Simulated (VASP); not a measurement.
## Li2O: single point with PBE

Crystal: Li2O.

```
CELL_PARAMETERS angstrom
0.00000 2.31301 2.31301
2.31301 0.00000 2.31301
2.31301 2.31301 0.00000
ATOMIC_POSITIONS crystal
Li 0.75000 0.75000 0.75000
Li 0.25000 0.25000 0.25000
O 0.00000 0.00000 0.00000
```

* Program: VASP 6.6.1
* Task: single point
* Functional: PBE
* Potentials or basis: VASP PAW PBE potentials, release 64 (Li_sv, O)
* Cutoff: 750 eV
* k mesh: 8 × 8 × 8
* Occupations: gaussian, width 0.01 eV
* Spin: no spin polarisation

```yaml
Pressure: -0.3 GPa
Band_gap_on_the_k_mesh: 4.97 eV (least direct gap 5.24 eV)
```

Levels at points of the mesh, in eV from the valence-band top:
```csv
k point,band 4,band 5,band 6,band 7,band 8,band 9
"(0.00, 0.00, 0.00)",0.00,0.00,0.00,5.24,11.91,11.91
"(0.50, 0.00, 0.00)",-2.76,-0.44,-0.44,9.18,9.77,12.04
"(0.50, 0.50, 0.00)",-1.60,-1.37,-1.37,4.97,13.50,13.50
```

Run time: 26 s on 1 thread of Intel(R) Xeon(R) Platinum 8488C (Sapphire Rapids) (shared host), peak memory 0.16 GiB.

A k mesh can miss the band edges.
